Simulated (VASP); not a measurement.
Here is a VASP 6.6.1 calculation.

The input POSCAR:

```
Ca2C
1.0
    0.0000000000      3.1285803966      3.1285803966
    3.1285803966      0.0000000000      3.1285803966
    3.1285803966      3.1285803966      0.0000000000
C Ca
1 2
Direct
    0.0000000000      0.0000000000      0.0000000000
    0.2500000000      0.2500000000      0.2500000000
    0.7500000000      0.7500000000      0.7500000000
```

The input INCAR.step1:

```
SYSTEM = Ca2C
PREC = Accurate
ENCUT = 500
EDIFF = 1E-8
ISMEAR = 0
SIGMA = 0.01
LREAL = .False.
LASPH = .True.
NELM = 80
ALGO = Normal
LWAVE = .True.
LCHARG = .False.
GGA = PE
```

File INCAR.step2:

```
SYSTEM = Ca2C
PREC = Accurate
ENCUT = 500
EDIFF = 1E-8
ISMEAR = 0
SIGMA = 0.01
LREAL = .False.
LASPH = .True.
NELM = 1
ALGO = Exact
LWAVE = .True.
LCHARG = .False.
GGA = PE
NBANDS = 111
LOPTICS = .True.
ISTART = 1
```

File INCAR.step3:

```
SYSTEM = Ca2C
PREC = Accurate
ENCUT = 500
EDIFF = 1E-8
ISMEAR = 0
SIGMA = 0.01
LREAL = .False.
LASPH = .True.
ALGO = EVGW0
LWAVE = .False.
LCHARG = .False.
GGA = PE
NELMGW = 1
NBANDS = 111
ENCUTGW = 80.0
NOMEGA = 96
PRECFOCK = Fast
ISTART = 1
NBANDSGW = 20
OMEGAMAX = 30
```

The input KPOINTS:

```
regular mesh
0
Gamma
  4 4 4
  0 0 0
```

Potentials or basis: VASP PAW PBE potentials, release 64 (C_GW, Ca_sv_GW).

Run with:

```sh
$ cat potpaw_PBE.64/C_GW/POTCAR potpaw_PBE.64/Ca_sv_GW/POTCAR > POTCAR
$ cp INCAR.step1 INCAR
$ mpirun -np 1 vasp_std > vasp.out
$ cp INCAR.step2 INCAR
$ mpirun -np 1 vasp_std > vasp.out
$ cp INCAR.step3 INCAR
$ mpirun -np 1 vasp_std > vasp.out
```

**Question.** What does it give for the quasiparticle gap?

**Answer.** 0.59 eV.

**Question.** What does it give for the least direct quasiparticle gap?

**Answer.** 0.59 eV.

**Question.** What does it give for the least direct gap of the starting levels on the mesh?

**Answer.** 0.21 eV.

Caveat: the k points lie up to 0.43 Å⁻¹ apart; bands, screening cutoff and mesh are small and nothing is extrapolated, so the quasiparticle values aren't converged; the structure was generated, so it needn't be the stable form of Ca2C.
